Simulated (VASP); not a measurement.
# AsH3Ir12 in VASP: single point with PBE+D3(BJ)

Aim: the single point of AsH3Ir12 with PBE+D3(BJ).

Program: VASP 6.6.1. These are calculated values, not measurements. Logs are shortened: lines on timing, memory, paths and dates and some standing lists are left out, and cuts for length are marked.

### Step 1. The cell of the first run

The cell holds a slab with vacuum, 16 atoms: a = 5.431 Å, b = 5.431 Å, c = 23.304 Å, α = 90.00°, β = 90.00°, γ = 120.00°.

### Step 2. Single point, PBE+D3(BJ)

INCAR

```
PREC     = Accurate       # precision mode
ENCUT    = 520            # plane-wave cutoff, eV
EDIFF    = 1E-6           # SCF threshold, eV
ISMEAR   = 0              # smearing method
SIGMA    = 0.1            # smearing width, eV
LREAL    = Auto         
LASPH    = T              # aspherical terms in the spheres
NELM     = 100            # most SCF steps
ALGO     = Normal         # electronic algorithm
ISIF     = 2              # what is computed and relaxed
LWAVE    = F              # write WAVECAR
LCHARG   = T              # write CHGCAR
LDIPOL   = T            
IDIPOL   = 3            
DIPOL    = 0.5 0.5 0.476
GGA      = PE             # functional
IVDW     = 12             # dispersion correction
LELF     = T              # ELF
LVHAR    = T            
LVACPOTAV= T            
NBANDS   = 72             # bands
```

KPOINTS

```
regular mesh
0
Gamma
  4 4 1
```

POSCAR

```
AsH3Ir12
1.0
    5.4313155572      0.0000000000      0.0000000000
   -2.7156577786      4.7036572485      0.0000000000
    0.0000000000      0.0000000000     23.3037505824
Ir As H
12 1 3
Direct
    0.3333333333      0.1666666667      0.3432923800
    0.3333333333      0.6666666667      0.3432923800
    0.8333333333      0.1666666667      0.3432923800
    0.8333333333      0.6666666667      0.3432923800
    0.6680424582      0.3357306379      0.4375247203
    0.6678247076      0.8321665100      0.4374902050
    0.1667369511      0.3332500944      0.4366220205
    0.1642978251      0.8319654445      0.4375164220
    0.0019665226      0.4977958382      0.5363206228
    0.0019939003      0.0040607427      0.5359719694
    0.4957618290      0.4977955843      0.5360035517
    0.4998817539     -0.0000573283      0.5303897631
    0.1671104990      0.3325517497      0.6175428334
   -0.3253498289      0.3482469114      0.5783580648
    0.6716312983      0.8281571530      0.5780124398
    0.1531156425     -0.1740770026      0.5782708951
```

Potentials or basis: VASP PAW PBE potentials, release 64 (Ir, As, H).

Started as:

```bash
$ cat potpaw_PBE.64/Ir/POTCAR potpaw_PBE.64/As/POTCAR potpaw_PBE.64/H/POTCAR > POTCAR
$ mpirun -np 1 vasp_std > vasp.out
```

OUTCAR:

```text
PREC = Accurate
   ENCUT = 520
   EDIFF = 1E-6
   ISMEAR = 0
   LREAL = Auto
   LASPH = T
   NELM = 100
   ISIF = 2
   GGA = PE
   IVDW = 12
 IVDW          = 12

 ion  position               nearest neighbor table
   1  0.333  0.167  0.343-   7 2.68   8 2.70   5 2.70   4 2.72   2 2.72   2 2.72   4 2.72   3 2.72
                             3 2.72
   2  0.333  0.667  0.343-   7 2.68   6 2.70   8 2.70   3 2.72   1 2.72   1 2.72   3 2.72   4 2.72
                             4 2.72
   3  0.833  0.167  0.343-   7 2.68   6 2.70   5 2.70   4 2.72   2 2.72   4 2.72   2 2.72   1 2.72
                             1 2.72
   4  0.833  0.667  0.343-   6 2.69   8 2.69   5 2.69   3 2.72   1 2.72   3 2.72   1 2.72   2 2.72
                             2 2.72
   5  0.668  0.336  0.438-  12 2.68   4 2.69   8 2.70   6 2.70   3 2.70   1 2.70   7 2.72   7 2.72
                             6 2.73   8 2.74  11 2.78   9 2.79
   6  0.668  0.832  0.437-  12 2.68   4 2.69   5 2.70   8 2.70   2 2.70   3 2.70   7 2.72   7 2.72
                             8 2.73   5 2.73  10 2.78  11 2.78
   7  0.167  0.333  0.437-   1 2.68   3 2.68   2 2.68   8 2.72   5 2.72   6 2.72   6 2.72   8 2.72
                             5 2.72  10 2.79  11 2.79   9 2.79
   8  0.164  0.832  0.438-  12 2.68   4 2.69   5 2.70   6 2.70   2 2.70   1 2.70   7 2.72   7 2.72
                             6 2.73   5 2.74  10 2.78   9 2.79
   9  0.002  0.498  0.536-  14 1.83  16 1.83  13 2.45  10 2.68  11 2.68  12 2.72  12 2.72  11 2.75
                            10 2.75   5 2.79   8 2.79   7 2.79
  10  0.002  0.004  0.536-  16 1.84  15 1.84  13 2.45   9 2.68  11 2.68  12 2.72  12 2.72  11 2.75
                             9 2.75   6 2.78   8 2.78   7 2.79
  11  0.496  0.498  0.536-  14 1.83  15 1.84  13 2.45  10 2.68   9 2.68  12 2.72  12 2.72   9 2.75
                            10 2.75   5 2.78   6 2.78   7 2.79
  12  0.500  1.000  0.530-  15 1.96  16 1.98  14 1.98   8 2.68   5 2.68   6 2.68  11 2.72  10 2.72
                             9 2.72  10 2.72  11 2.72   9 2.72
  13  0.167  0.333  0.618-   9 2.45  11 2.45  10 2.45
  14  0.675  0.348  0.578-   9 1.83  11 1.83  12 1.98
  15  0.672  0.828  0.578-  11 1.84  10 1.84  12 1.96
  16  0.153  0.826  0.578-   9 1.83  10 1.84  12 1.98

  LATTYP: Found a hexagonal cell.
 ALAT       =     5.4313155572
 C/A-ratio  =     4.2906272591

  Lattice vectors:

 A1 = (   5.4313155572,   0.0000000000,   0.0000000000)
 A2 = (  -2.7156577786,   4.7036572485,   0.0000000000)
 A3 = (   0.0000000000,   0.0000000000,  23.3037505824)

Analysis of symmetry for initial positions (statically):
=====================================================================
 Subroutine PRICEL returns:
 Original cell was already a primitive cell.

 Routine SETGRP: Setting up the symmetry group for a
 hexagonal supercell.

 Subroutine GETGRP returns: Found  1 space group operations
[... 147 lines left out ...]
   IALGO  =     38    algorithm
   IMIX   =      4    mixing-type and parameters
     AMIX     =   0.40;   BMIX     =  1.00
     AMIX_MAG =   1.60;   BMIX_MAG =  1.00
  volume/ion in A,a.u.               =      37.21       251.10
  Fermi-wavevector in a.u.,A,eV,Ry     =   0.949085  1.793511 12.255627  0.900763
  Thomas-Fermi vector in A             =   2.077335
   LORBIT       =      0    0 simple, 1 ext, 2 COOP (PROOUT), +10 PAW based schemes
   GGA     = PE    functional components
   LHFCALC =     F    Hartree Fock is set to
   AEXX    =    0.0000 exact exchange contribution
   IVDW    =    12    specifies the selected vdW correction
   LEPSILON=     F    determine dielectric tensor
   LRPA    =     F    only Hartree local field effects (RPA)
 non-spin polarized calculation
 Gauss-broadening in eV      SIGMA  =   0.10
  energy-cutoff  :      520.00
  volume of cell :      595.34
 maximum number of plane-waves:     16031
   NGX = 21   NGY = 21   NGZ = 87

 dipolmoment           0.000000      0.000000      0.227930 electrons x Angstroem

 number of electron     116.0000006 magnetization

 dipolmoment           0.000000      0.000000     -0.161958 electrons x Angstroem

 Free energy of the ion-electron system (eV)
  ---------------------------------------------------
  ext. energy  EPLUGINS =         0.00000000
  ---------------------------------------------------
  free energy    TOTEN  =      -115.51630067 eV

  energy without entropy =     -115.41988949  energy(sigma->0) =     -115.46809508

 E-fermi :  -0.1086     XC(G=0):  -5.3021

 val. band max:       -0.1224268212   @ k =  -0.2500   0.2500   0.0000
 cond. band min:      -0.0817160039   @ k =   0.5000   0.2500   0.0000
 fundamental gap:      0.0407108173
 Fermi energy:        -0.1085693230

 k-point     1 :       0.0000    0.0000    0.0000
  band No.  band energies     occupation
      1     -12.2051      2.00000
      2     -10.2332      2.00000
      3      -9.2875      2.00000
      4      -8.4903      2.00000
      5      -8.4838      2.00000
      6      -7.9416      2.00000
[... 719 lines left out ...]
     69       1.3521      0.00000
     70       1.6254      0.00000
 [bands above 70 left out]

------------------------ aborting loop because EDIFF is reached ----------------------------------------

 Edisp (eV)   -6.70933

 E8    (eV) :    -3.1776

  FORCE on cell =-STRESS in cart. coord.  units (eV):
  Direction    XX          YY          ZZ          XY          YZ          ZX
  --------------------------------------------------------------------------------------
  -------------------------------------------------------------------------------------
  Total      -4.41455    -4.41514     0.68895    -0.00265     0.00531     0.01290
  in kB     -11.88038   -11.88197     1.85410    -0.00713     0.01428     0.03472
  external pressure =       -7.30 kB  Pullay stress =        0.00 kB

 VOLUME and BASIS-vectors are now :
 -----------------------------------------------------------------------------
  energy-cutoff  :      520.00
  volume of cell :      595.34
      direct lattice vectors                 reciprocal lattice vectors
     5.431315557  0.000000000  0.000000000     0.184117455  0.106300262  0.000000000
    -2.715657779  4.703657248  0.000000000     0.000000000  0.212600525  0.000000000
     0.000000000  0.000000000 23.303750582     0.000000000  0.000000000  0.042911547

 POSITION                                       TOTAL-FORCE (eV/Angst)
 -----------------------------------------------------------------------------------
      1.35783      0.78394      8.00000         0.073937     -0.042413     -0.028105
     -0.00000      3.13577      8.00000        -0.003084      0.081287     -0.033628
      4.07349      0.78394      8.00000        -0.072441     -0.038012     -0.032884
      2.71566      3.13577      8.00000         0.004515     -0.003386     -0.044828
      2.71662      1.57916     10.19597        -0.003104     -0.015312     -0.000841
      1.36729      3.91423     10.19516        -0.014122      0.006827     -0.000927
[... 8 lines left out ...]
      1.39885      3.89537     13.46986        -0.004930      0.002938      0.018725
     -1.41130      3.88486     13.47588         0.004043      0.004383      0.018822
 -----------------------------------------------------------------------------------
    total drift:                                0.001008      0.000164     -0.000073

  FREE ENERGIE OF THE ION-ELECTRON SYSTEM (eV)
  ---------------------------------------------------
  free  energy   TOTEN  =      -122.2256334957 eV

  energy  without entropy=     -122.1292223147  energy(sigma->0) =     -122.17742791

 vacuum level on the upper side and lower side of the slab         4.271         5.418
```

stdout:

```text
POSCAR found type information on POSCAR IrAsH
 POSCAR found :  3 types and      16 ions
 scaLAPACK will be used
 LDA part: xc-table for (Slater+PW92), standard interpolation
 POSCAR, INCAR and KPOINTS ok, starting setup
 FFT: planning ... GRIDC
 FFT: planning ... GRID_SOFT
 FFT: planning ... GRID
 WAVECAR not read
 entering main loop
 -----------------------------------------------------------------------------
|                                                                             |
|           W    W    AA    RRRRR   N    N  II  N    N   GGGG   !!!           |
|           W    W   A  A   R    R  NN   N  II  NN   N  G    G  !!!           |
|           W    W  A    A  R    R  N N  N  II  N N  N  G       !!!           |
|           W WW W  AAAAAA  RRRRR   N  N N  II  N  N N  G  GGG   !            |
|           WW  WW  A    A  R   R   N   NN  II  N   NN  G    G                |
|           W    W  A    A  R    R  N    N  II  N    N   GGGG   !!!           |
|                                                                             |
|     Did not find any points to average over, which means that no vacuum     |
|     field-free region was found. Please increase the size of  your cell     |
|     in the dimension of the dipole correction to obtain accurate            |
|     workfunction values.                                                    |
|                                                                             |
 -----------------------------------------------------------------------------
```

It took 58 min on 1 thread of Intel Xeon 8259CL, shared host; peak memory 0.78 GiB.

Results:

- Free energy: -122.2256 eV
- Largest force: 0.094 eV/Å
- Band gap on the k mesh: zero (bands 58 and 59 overlap by 1.00 eV)
- Dispersion energy per atom: -0.419 eV

Forces on the atoms (eV/Å):
```
Ir   0.074 -0.042 -0.028
Ir  -0.003  0.081 -0.034
Ir  -0.072 -0.038 -0.033
Ir   0.005 -0.003 -0.045
Ir  -0.003 -0.015 -0.001
Ir  -0.014  0.007 -0.001
Ir  -0.005  0.002  0.015
Ir   0.010  0.008  0.001
Ir  -0.005  0.007 -0.006
Ir   0.005 -0.010  0.000
Ir   0.009  0.004  0.001
Ir   0.003  0.000 -0.021
As   0.000 -0.001  0.094
H   -0.002 -0.006  0.019
H   -0.005  0.003  0.019
H    0.004  0.004  0.019
```

Levels at points of the mesh, in eV from the Fermi level:
| k point | band 55 | band 56 | band 57 | band 58 | band 59 | band 60 | band 61 | band 62 |
| --- | --- | --- | --- | --- | --- | --- | --- | --- |
| (0.00, 0.00, 0.00) | 0.24 | 0.29 | 0.29 | 0.54 | 0.54 | 0.88 | 0.93 | 0.93 |
| (0.50, 0.00, 0.00) | -1.00 | -0.86 | -0.75 | -0.60 | -0.46 | -0.13 | -0.08 | 0.56 |
| (0.00, 0.50, 0.00) | -1.00 | -0.86 | -0.76 | -0.60 | -0.46 | -0.13 | -0.08 | 0.56 |
| (0.50, 0.50, 0.00) | -1.00 | -0.86 | -0.75 | -0.60 | -0.47 | -0.13 | -0.08 | 0.56 |

Caveat: spin-orbit coupling is left out, which moves the levels of the heavy elements.
